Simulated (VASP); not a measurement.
# SnSe (P6_3/mmc) in VASP: further runs

The runs below take SnSe through single point, relaxation of cell and atoms, with r2SCAN, PBE, PBEsol.

All numbers are computed with VASP 6.6.1; they aren't measurements. Logs are shortened: lines on timing, memory, paths and dates and some standing lists are left out, and cuts for length are marked.

### Step 1. The cell of the first run

The structure is hexagonal, space group P6_3/mmc (No. 194). The conventional cell has a = 5.064 Å, b = 5.064 Å, c = 6.073 Å, α = 90.00°, β = 90.00°, γ = 120.00°. Within 3.9 Å of Sn (site symmetry -6m2) lie 5 Se at 2.92 to 3.04 Å. Within 3.9 Å of Se (site symmetry -6m2) lie 5 Sn at 2.92 to 3.04 Å.

### Step 2. Single point, r2SCAN

File POSCAR:

```
SnSe
1.0
    5.0644547293      0.0000000000      0.0000000000
   -2.5322273646      4.3859464519      0.0000000000
    0.0000000000      0.0000000000      6.0733871319
Sn Se
2 2
Direct
    0.3333333333      0.6666666667      0.2500000000
    0.6666666667      0.3333333333      0.7500000000
    0.6666666667      0.3333333333      0.2500000000
    0.3333333333      0.6666666667      0.7500000000
```

File INCAR.step1:

```
PREC = Accurate ; ENCUT = 520
ISMEAR = -1 ; SIGMA = 0.02
LREAL = F ; LASPH = T
NELM = 80 ; NBANDS = 28
GGA = PE ; ALGO = Normal
EDIFF = 1E-4 ; LWAVE = T
LCHARG = F
```

File INCAR.step2:

```
PREC = Accurate ; ENCUT = 520
EDIFF = 1E-6 ; ISMEAR = -1
SIGMA = 0.02 ; LREAL = F
LASPH = T ; NELM = 80
ALGO = Normal ; ISIF = 2
LWAVE = F ; LCHARG = F
METAGGA = R2SCAN ; LMIXTAU = T
NBANDS = 28 ; ISTART = 1
```

File KPOINTS:

```
regular mesh
0
Gamma
  6 6 4
```

Potentials or basis: VASP PAW PBE potentials, release 64 (Sn_d, Se).

Started as:

```
cat potpaw_PBE.64/Sn_d/POTCAR potpaw_PBE.64/Se/POTCAR > POTCAR
cp INCAR.step1 INCAR
mpirun -np 1 vasp_std > vasp.out
cp INCAR.step2 INCAR
mpirun -np 1 vasp_std > vasp.out
```

OUTCAR:

```text
PREC = Accurate
   ENCUT = 520
   EDIFF = 1E-6
   ISMEAR = -1
   LREAL = F
   LASPH = T
   NELM = 80
   ISIF = 2
   METAGGA = R2SCAN
   ISTART = 1

 ion  position               nearest neighbor table
   1  0.333  0.667  0.250-   3 2.92   3 2.92   3 2.92   4 3.04   4 3.04
   2  0.667  0.333  0.750-   4 2.92   4 2.92   4 2.92   3 3.04   3 3.04
   3  0.667  0.333  0.250-   1 2.92   1 2.92   1 2.92   2 3.04   2 3.04
   4  0.333  0.667  0.750-   2 2.92   2 2.92   2 2.92   1 3.04   1 3.04

  LATTYP: Found a hexagonal cell.
 ALAT       =     5.0644547293
 C/A-ratio  =     1.1992183673

  Lattice vectors:

 A1 = (   5.0644547293,   0.0000000000,   0.0000000000)
 A2 = (  -2.5322273646,   4.3859464519,   0.0000000000)
 A3 = (   0.0000000000,   0.0000000000,   6.0733871319)

Analysis of symmetry for initial positions (statically):
=====================================================================
 Subroutine PRICEL returns:
 Original cell was already a primitive cell.

 Routine SETGRP: Setting up the symmetry group for a
 hexagonal supercell.

 Subroutine GETGRP returns: Found 24 space group operations
 (whereof 12 operations were pure point group operations)
 out of a pool of 24 trial point group operations.

The static configuration has the point symmetry D_3d.
 The point group associated with its full space group is D_6h.

Analysis of symmetry for dynamics (positions and initial velocities):
=====================================================================
 Subroutine PRICEL returns:
 Original cell was already a primitive cell.

 Routine SETGRP: Setting up the symmetry group for a
 hexagonal supercell.

 Subroutine GETGRP returns: Found 24 space group operations
 (whereof 12 operations were pure point group operations)
 out of a pool of 24 trial point group operations.

The dynamic configuration has the point symmetry D_3d.
 The point group associated with its full space group is D_6h.

 Subroutine INISYM returns: Found 24 space group operations
 (whereof 12 operations are pure point group operations),
 and found     1 'primitive' translations

----------------------------------------------------------------------------------------

                                     Primitive cell

  volume of cell :     134.9047

  direct lattice vectors                    reciprocal lattice vectors
     5.064454729  0.000000000  0.000000000     0.197454623  0.114000480  0.000000000
    -2.532227365  4.385946452  0.000000000     0.000000000  0.228000960  0.000000000
     0.000000000  0.000000000  6.073387132     0.000000000  0.000000000  0.164652768

  length of vectors
     5.064454729  5.064454729  6.073387132     0.228000960  0.228000960  0.164652768

  position of ions in fractional coordinates (direct lattice)
     0.333333333  0.666666667  0.250000000
     0.666666667  0.333333333  0.750000000
     0.666666667  0.333333333  0.250000000
     0.333333333  0.666666667  0.750000000

  ion indices of the primitive-cell ions
   primitive index   ion index
                 1           1
                 2           2
                 3           3
                 4           4

----------------------------------------------------------------------------------------

 KPOINTS: regular mesh

Automatic generation of k-mesh.
 Grid dimensions read from file:
 generate k-points for:    6    6    4

 Generating k-lattice:

  Cartesian coordinates                     Fractional coordinates (reciprocal lattice)
     0.032909104  0.019000080  0.000000000     0.166666667  0.000000000  0.000000000
     0.000000000  0.038000160  0.000000000     0.000000000  0.166666667  0.000000000
     0.000000000  0.000000000  0.041163192     0.000000000  0.000000000  0.250000000

  Length of vectors
     0.038000160  0.038000160  0.041163192

  Shift w.r.t. Gamma in fractional coordinates (k-lattice)
     0.000000000  0.000000000  0.000000000

 Subroutine IBZKPT returns following result:
 ===========================================

 Found     21 irreducible k-points:

 Following reciprocal coordinates:
            Coordinates               Weight
  0.000000  0.000000  0.000000      1.000000
  0.166667  0.000000  0.000000      6.000000
  0.333333  0.000000  0.000000      6.000000
  0.500000  0.000000  0.000000      3.000000
  0.166667  0.166667  0.000000      6.000000
  0.333333  0.166667  0.000000     12.000000
[... 13 lines left out ...]
  0.333333  0.166667  0.500000     12.000000
  0.333333  0.333333  0.500000      2.000000
   k-points           NKPTS =     21   k-points in BZ     NKDIM =     21   number of bands    NBANDS=     28
   number of dos      NEDOS =    301   number of ions     NIONS =      4
   total plane-waves  NPLWV =  76800
   dimension x,y,z NGX =    40 NGY =   40 NGZ =   48
   dimension x,y,z NGXF=    80 NGYF=   80 NGZF=   96
   ions per type =               2   2
   NGX,Y,Z   is equivalent  to a cutoff of  13.13, 13.13, 13.14 a.u.
   NGXF,Y,Z  is equivalent  to a cutoff of  26.26, 26.26, 26.28 a.u.
 SYSTEM =  unknown system
   PREC   = accura    normal or accurate (medium, high low for compatibility)
   ISTART =      1    job   : 0-new  1-cont  2-samecut
   ICHARG =      0    charge: 1-file 2-atom 10-const
   ISPIN  =      1    spin polarized calculation?
   LNONCOLLINEAR =      F non collinear calculations
   LSORBIT =      F    spin-orbit coupling
   LASPH  =      T    aspherical Exc in radial PAW
   ENCUT  =  520.0 eV  38.22 Ry    6.18 a.u.   9.42  9.42 11.29*2*pi/ulx,y,z
   NELM   =     80;   NELMIN=  2; NELMDL=  0     # of ELM steps
   EDIFF  = 0.1E-05   stopping-criterion for ELM
   LREAL  =      F    real-space projection
   EDIFFG = 0.1E-04   stopping-criterion for IOM
   NSW    =      0    number of steps for IOM
   IBRION =     -1    ionic relax: 0-MD 1-quasi-New 2-CG
   NFREE  =      0    steps in history (QN), initial steepest desc. (CG)
   ISIF   =      2    stress and relaxation
   ISYM   =      2    0-nonsym 1-usesym 2-fastsym
   POTIM  = 0.5000    time-step for ionic-motion
   TEBEG  =    0.0;   TEEND  =   0.0 temperature during run
   PSTRESS=    0.0 pullay stress
   NELECT =      40.0000    total number of electrons
   NUPDOWN=      -1.0000    fix difference up-down
   EMIN   =  10.00;   EMAX   =-10.00  energy-range for DOS
   EFERMI =   0.00;   METHOD = LEGACY
   ISMEAR =    -1;   SIGMA  =   0.02  broadening in eV -4-tet -1-fermi 0-gaus
   EFERMI_NEDOS =   21; number of points for ismear=-14 and -15
   IALGO  =     38    algorithm
   IMIX   =      4    mixing-type and parameters
     AMIX     =   0.40;   BMIX     =  1.00
     AMIX_MAG =   1.60;   BMIX_MAG =  1.00
  volume/ion in A,a.u.               =      33.73       227.60
  Fermi-wavevector in a.u.,A,eV,Ry     =   1.091656  2.062931 16.214239  1.191713
  Thomas-Fermi vector in A             =   2.227906
   LORBIT       =      0    0 simple, 1 ext, 2 COOP (PROOUT), +10 PAW based schemes
   METAGGA = R2SCAN    functional components
   LHFCALC =     F    Hartree Fock is set to
   AEXX    =    0.0000 exact exchange contribution
   IVDW    =     0    specifies the selected vdW correction
   LEPSILON=     F    determine dielectric tensor
   LRPA    =     F    only Hartree local field effects (RPA)
 non-spin polarized calculation
  energy-cutoff  :      520.00
  volume of cell :      134.90
 maximum number of plane-waves:      3670
 NGX is ok and might be reduce to    40
   NGX = 19   NGY = 19   NGZ = 23

 number of electron      40.0000009 magnetization

 Free energy of the ion-electron system (eV)
  ---------------------------------------------------
  ext. energy  EPLUGINS =         0.00000000
  ---------------------------------------------------
  free energy    TOTEN  =       -79.18782967 eV

  energy without entropy =      -79.18782965  energy(sigma->0) =      -79.18782966

 E-fermi :   4.3177     XC(G=0):  -8.9368

 val. band max:        4.0287219981   @ k =   0.3333   0.3333   0.5000
 cond. band min:       4.6067773605   @ k =   0.3333   0.3333   0.5000
 fundamental gap:      0.5780553625
 Fermi energy:         4.3176829761

 k-point     1 :       0.0000    0.0000    0.0000
  band No.  band energies     occupation
      1     -18.7132      2.00000
      2     -18.6922      2.00000
      3     -18.6921      2.00000
      4     -18.6917      2.00000
      5     -18.6916      2.00000
      6     -18.6875      2.00000
[... 20 lines left out ...]
     27       9.6904      0.00000
     28       9.7654      0.00000

 k-point     2 :       0.1667    0.0000    0.0000
  band No.  band energies     occupation
      1     -18.7128      2.00000
      2     -18.6940      2.00000
      3     -18.6920      2.00000
      4     -18.6906      2.00000
      5     -18.6900      2.00000
      6     -18.6881      2.00000
[... 20 lines left out ...]
     27       9.3747      0.00000
     28       9.4018      0.00000

 k-point     3 :       0.3333    0.0000    0.0000
  band No.  band energies     occupation
      1     -18.7118      2.00000
      2     -18.6978      2.00000
      3     -18.6909      2.00000
      4     -18.6891      2.00000
      5     -18.6877      2.00000
      6     -18.6876      2.00000
[... 20 lines left out ...]
     27       8.9441      0.00000
     28       9.8891      0.00000

 k-point     4 :       0.5000    0.0000    0.0000
  band No.  band energies     occupation
      1     -18.7111      2.00000
      2     -18.6998      2.00000
      3     -18.6903      2.00000
      4     -18.6895      2.00000
      5     -18.6865      2.00000
      6     -18.6857      2.00000
[... 485 lines left out ...]
     27      10.6805      0.00000
     28      10.6805      0.00000

 k-point    20 :       0.3333    0.1667    0.5000
  band No.  band energies     occupation
      1     -18.6968      2.00000
      2     -18.6968      2.00000
      3     -18.6926      2.00000
      4     -18.6926      2.00000
      5     -18.6903      2.00000
      6     -18.6903      2.00000
[... 20 lines left out ...]
     27       9.9313      0.00000
     28       9.9313      0.00000

 k-point    21 :       0.3333    0.3333    0.5000
  band No.  band energies     occupation
      1     -18.6950      2.00000
      2     -18.6950      2.00000
      3     -18.6942      2.00000
      4     -18.6942      2.00000
      5     -18.6896      2.00000
      6     -18.6896      2.00000
[... 20 lines left out ...]
     27       9.8561      0.00000
     28       9.8561      0.00000

------------------------ aborting loop because EDIFF is reached ----------------------------------------

  FORCE on cell =-STRESS in cart. coord.  units (eV):
  Direction    XX          YY          ZZ          XY          YZ          ZX
  --------------------------------------------------------------------------------------
  -------------------------------------------------------------------------------------
  Total       -0.0064618     -0.0064618     -0.0181661     -0.0000000     -0.0000000      0.0000000
  in kB       -0.0767433     -0.0767433     -0.2157469     -0.0000000     -0.0000000      0.0000000
  external PRESSURE =      -0.1230778 kB  Pullay stress =       0.0000000 kB

 VOLUME and BASIS-vectors are now :
 -----------------------------------------------------------------------------
  energy-cutoff  :      520.00
  volume of cell :      134.90
      direct lattice vectors                 reciprocal lattice vectors
     5.064454729  0.000000000  0.000000000     0.197454623  0.114000480  0.000000000
    -2.532227365  4.385946452  0.000000000     0.000000000  0.228000960  0.000000000
     0.000000000  0.000000000  6.073387132     0.000000000  0.000000000  0.164652768

 POSITION                                       TOTAL-FORCE (eV/Angst)
 -----------------------------------------------------------------------------------
     -0.00000      2.92396      1.51835        -0.000000     -0.000000     -0.000000
      2.53223      1.46198      4.55504        -0.000000      0.000000      0.000000
      2.53223      1.46198      1.51835         0.000000     -0.000000      0.000000
     -0.00000      2.92396      4.55504         0.000000      0.000000      0.000000
 -----------------------------------------------------------------------------------
    total drift:                                0.000000     -0.000000     -0.000000

  FREE ENERGIE OF THE ION-ELECTRON SYSTEM (eV)
  ---------------------------------------------------
  free  energy   TOTEN  =       -79.1878296661 eV

  energy  without entropy=      -79.1878296478  energy(sigma->0) =      -79.18782966
```

It took 2.4 min on 1 thread of Intel Xeon 6975P-C (Granite Rapids), shared host; peak memory 0.32 GiB.

Results:

```
Free energy            : -79.1878 eV
Pressure               : 0.0 GPa
Band gap on the k mesh : 0.58 eV
```

Levels at points of the mesh, in eV from the valence-band top:
```
           k point  band 17  band 18  band 19  band 20  band 21  band 22  band 23  band 24
(0.00, 0.00, 0.00)    -4.14    -2.84    -2.84    -2.73     0.92     0.92     2.53     2.53
(0.50, 0.00, 0.00)    -3.88    -3.21    -2.71    -1.08     2.13     2.85     3.45     3.64
(0.00, 0.00, 0.50)    -3.52    -3.52    -1.88    -1.88     1.36     1.36     1.36     1.36
(0.50, 0.00, 0.50)    -2.79    -2.79    -0.99    -0.99     0.76     0.76     2.53     2.53
```

Caveat: the PAW data sets were made with another functional, which shifts forces and pressure a little; spin-orbit coupling is left out, which moves the levels of the heavy elements. A k mesh can miss the band edges.

### Step 3. Single point, r2SCAN

POSCAR is that of step 2.

File INCAR.step1:

```
SYSTEM = SnSe
PREC = Accurate
ENCUT = 520
ISMEAR = 0
SIGMA = 0.01
LREAL = .False.
LASPH = .True.
NELM = 100
NBANDS = 28
GGA = PE
ALGO = Normal
EDIFF = 1E-4
LWAVE = .True.
LCHARG = .False.
```

File INCAR.step2:

```
SYSTEM = SnSe
PREC = Accurate
ENCUT = 520
EDIFF = 1E-6
ISMEAR = 0
SIGMA = 0.01
LREAL = .False.
LASPH = .True.
NELM = 100
ALGO = Normal
ISIF = 2
LWAVE = .False.
LCHARG = .False.
METAGGA = R2SCAN
LMIXTAU = .True.
NBANDS = 28
ISTART = 1
```

File KPOINTS:

```
regular mesh
0
Gamma
  6 6 4
  0 0 0
```

Potentials or basis: VASP PAW PBE potentials, release 64 (Sn_d, Se).

Started as:

```
cat potpaw_PBE.64/Sn_d/POTCAR potpaw_PBE.64/Se/POTCAR > POTCAR
cp INCAR.step1 INCAR
mpirun -np 1 vasp_std > vasp.out
cp INCAR.step2 INCAR
mpirun -np 1 vasp_std > vasp.out
```

OUTCAR:

```text
SYSTEM = SnSe
   PREC = Accurate
   ENCUT = 520
   EDIFF = 1E-6
   ISMEAR = 0
   LREAL = .False.
   LASPH = .True.
   NELM = 100
   ISIF = 2
   METAGGA = R2SCAN
   ISTART = 1

 ion  position               nearest neighbor table
   1  0.333  0.667  0.250-   3 2.92   3 2.92   3 2.92   4 3.04   4 3.04
   2  0.667  0.333  0.750-   4 2.92   4 2.92   4 2.92   3 3.04   3 3.04
   3  0.667  0.333  0.250-   1 2.92   1 2.92   1 2.92   2 3.04   2 3.04
   4  0.333  0.667  0.750-   2 2.92   2 2.92   2 2.92   1 3.04   1 3.04

  LATTYP: Found a hexagonal cell.
 ALAT       =     5.0644547293
 C/A-ratio  =     1.1992183673

  Lattice vectors:

 A1 = (   5.0644547293,   0.0000000000,   0.0000000000)
 A2 = (  -2.5322273646,   4.3859464519,   0.0000000000)
 A3 = (   0.0000000000,   0.0000000000,   6.0733871319)

Analysis of symmetry for initial positions (statically):
=====================================================================
 Subroutine PRICEL returns:
 Original cell was already a primitive cell.

 Routine SETGRP: Setting up the symmetry group for a
 hexagonal supercell.
[... 167 lines left out ...]

  energy without entropy =      -79.18782967  energy(sigma->0) =      -79.18782967

 E-fermi :   4.0938     XC(G=0):  -8.9368

 val. band max:        4.0287220011   @ k =   0.3333   0.3333   0.5000
 cond. band min:       4.6067773627   @ k =   0.3333   0.3333   0.5000
 fundamental gap:      0.5780553616
 Fermi energy:         4.0938395114

 k-point     1 :       0.0000    0.0000    0.0000
  band No.  band energies     occupation
      1     -18.7132      2.00000
      2     -18.6922      2.00000
      3     -18.6921      2.00000
      4     -18.6917      2.00000
      5     -18.6916      2.00000
      6     -18.6875      2.00000
[... 640 lines left out ...]
     27       9.8561      0.00000
     28       9.8561      0.00000

------------------------ aborting loop because EDIFF is reached ----------------------------------------

  FORCE on cell =-STRESS in cart. coord.  units (eV):
  Direction    XX          YY          ZZ          XY          YZ          ZX
  --------------------------------------------------------------------------------------
  -------------------------------------------------------------------------------------
  Total       -0.0064618     -0.0064618     -0.0181662     -0.0000000     -0.0000000      0.0000000
  in kB       -0.0767425     -0.0767425     -0.2157484     -0.0000000     -0.0000000      0.0000000
  external PRESSURE =      -0.1230778 kB  Pullay stress =       0.0000000 kB

 VOLUME and BASIS-vectors are now :
 -----------------------------------------------------------------------------
  energy-cutoff  :      520.00
  volume of cell :      134.90
      direct lattice vectors                 reciprocal lattice vectors
     5.064454729  0.000000000  0.000000000     0.197454623  0.114000480  0.000000000
    -2.532227365  4.385946452  0.000000000     0.000000000  0.228000960  0.000000000
     0.000000000  0.000000000  6.073387132     0.000000000  0.000000000  0.164652768

 POSITION                                       TOTAL-FORCE (eV/Angst)
 -----------------------------------------------------------------------------------
     -0.00000      2.92396      1.51835         0.000000     -0.000000     -0.000000
      2.53223      1.46198      4.55504        -0.000000      0.000000      0.000000
      2.53223      1.46198      1.51835         0.000000     -0.000000     -0.000000
     -0.00000      2.92396      4.55504        -0.000000      0.000000     -0.000000
 -----------------------------------------------------------------------------------
    total drift:                                0.000000     -0.000000     -0.000000

  FREE ENERGIE OF THE ION-ELECTRON SYSTEM (eV)
  ---------------------------------------------------
  free  energy   TOTEN  =       -79.1878296653 eV

  energy  without entropy=      -79.1878296653  energy(sigma->0) =      -79.18782967
```

OSZICAR.step1:

```text
N       E                     dE             d eps       ncg     rms          rms(c)
DAV:   1     0.359236200262E+03    0.35924E+03   -0.19231E+04  1188   0.169E+03
DAV:   2     0.351011572267E+02   -0.32414E+03   -0.31603E+03  1184   0.437E+02
DAV:   3    -0.139276047536E+02   -0.49029E+02   -0.47778E+02  1472   0.153E+02
DAV:   4    -0.164693138720E+02   -0.25417E+01   -0.25297E+01  1356   0.354E+01
DAV:   5    -0.165309591284E+02   -0.61645E-01   -0.61629E-01  1472   0.621E+00    0.452E+00
DAV:   6    -0.160116544500E+02    0.51930E+00   -0.12123E+00  1556   0.499E+00    0.270E+00
DAV:   7    -0.160062763966E+02    0.53781E-02   -0.26138E-01  1404   0.181E+00    0.135E+00
DAV:   8    -0.160101818064E+02   -0.39054E-02   -0.26884E-02  1308   0.116E+00    0.181E-01
DAV:   9    -0.160103141984E+02   -0.13239E-03   -0.45932E-03  1320   0.431E-01    0.850E-02
DAV:  10    -0.160111639467E+02   -0.84975E-03   -0.12043E-03  1076   0.155E-01    0.366E-02
DAV:  11    -0.160113555016E+02   -0.19155E-03   -0.29467E-04  1100   0.103E-01    0.110E-02
DAV:  12    -0.160113746916E+02   -0.19190E-04   -0.28747E-05   804   0.325E-02
   1 F= -.16011375E+02 E0= -.16011375E+02  d E =-.248412E-80
```

Run time: 2.4 min. Hardware: 1 thread of Intel Xeon 6975P-C (Granite Rapids), shared host; peak memory 0.32 GiB.

What came out:

```yaml
Free_energy: -79.1878 eV
Pressure: 0.0 GPa
Band_gap_on_the_k_mesh: 0.58 eV
```

Caveat: the PAW data sets were made with another functional, which shifts forces and pressure a little; spin-orbit coupling is left out, which moves the levels of the heavy elements. A k mesh can miss the band edges.

(Continued in part 2 of 2.)
